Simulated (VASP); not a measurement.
GaN:

```
CELL_PARAMETERS angstrom
3.18893 0.00000 0.00000
-1.59447 2.76169 0.00000
0.00000 0.00000 5.19236
ATOMIC_POSITIONS crystal
Ga 0.66667 0.33333 0.49908
Ga 0.33333 0.66667 0.99908
N 0.66667 0.33333 0.87592
N 0.33333 0.66667 0.37592
```

| Property | Result |
| --- | --- |
| Program | VASP 6.6.1 |
| Task | relaxation of cell and atoms |
| Functional | PBE |
| Potentials or basis | VASP PAW PBE potentials, release 64 (Ga_d, N) |
| Cutoff | 600 eV |
| k mesh | 12 × 12 × 6 |
| Occupations | gaussian, width 0.02 eV |
| Spin | no spin polarisation |

At the start: pressure 5.0 GPa; volume 11.43 Å³/atom.

Problem. How do energy, volume and symmetry change on relaxing?

Solution. Over 7 steps the energy falls by 5.0 meV/atom and the volume is 11.75 Å³/atom (+2.8 %); space group P6_3mc (No. 186, to 0.1 Å) before and after.

Step by step:
| step | energy change (eV) | largest force (eV/Å) | pressure (GPa) | volume (Å³) |
| --- | --- | --- | --- | --- |
| 1 | 0.0000 | 0.0058 | 5.04 | 45.73 |
| 2 | -0.0062 | 0.0042 | -3.78 | 48.15 |
| 3 | -0.0200 | 0.0003 | 0.03 | 47.03 |
| 4 | -0.0200 | 0.0002 | -0.47 | 47.05 |
| 5 | -0.0196 | 0.0039 | 0.70 | 46.84 |
| 6 | -0.0200 | 0.0010 | 0.06 | 47.00 |
| 7 | -0.0200 | 0.0011 | -0.03 | 47.01 |

Final structure:
```yaml
crystal:
  lattice:
    - [3.21799, 0.00000, 0.00000]
    - [-1.60899, 2.78686, 0.00000]
    - [0.00000, 0.00000, 5.24153]
  atoms:
    - { symbol: Ga, position: [0.66667, 0.33333, 0.49911] }
    - { symbol: Ga, position: [0.33333, 0.66667, 0.99911] }
    - { symbol: N, position: [0.66667, 0.33333, 0.87589] }
    - { symbol: N, position: [0.33333, 0.66667, 0.37589] }
```
